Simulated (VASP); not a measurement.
A run of VASP 6.6.1:

INCAR

```
ALGO = Normal
EDIFF = 1E-7
ENCUT = 520
GGA = PE
ISIF = 2
ISMEAR = -1
LASPH = T
LCHARG = F
LREAL = F
LWAVE = F
NBANDS = 12
NELM = 60
PREC = Accurate
SIGMA = 0.06122561905347299
```

The input KPOINTS:

```
k-points
0
Gamma
  41 41 41
```

The input POSCAR:

```
Zr
1.0
    0.0000000000      2.3089856412      2.3089856412
    2.3089856412      0.0000000000      2.3089856412
    2.3089856412      2.3089856412      0.0000000000
Zr
1
Direct
    0.0000000000      0.0000000000      0.0000000000
```

Potentials or basis: VASP PAW PBE potentials, release 64 (Zr_sv).

Command:

```sh
$ cat potpaw_PBE.64/Zr_sv/POTCAR > POTCAR
$ mpirun -np 1 vasp_std > vasp.out
```

Hardware: 1 thread of Oxide Virtual Turin-like Processor, on a shared host.

Task: How long does it take, and how much memory?

Result: Run time: 8.5 min on 1 thread of Oxide Virtual Turin-like Processor, with other jobs on the host, peak memory 0.53 GiB. Counts: scf iterations 12, k points 1771.
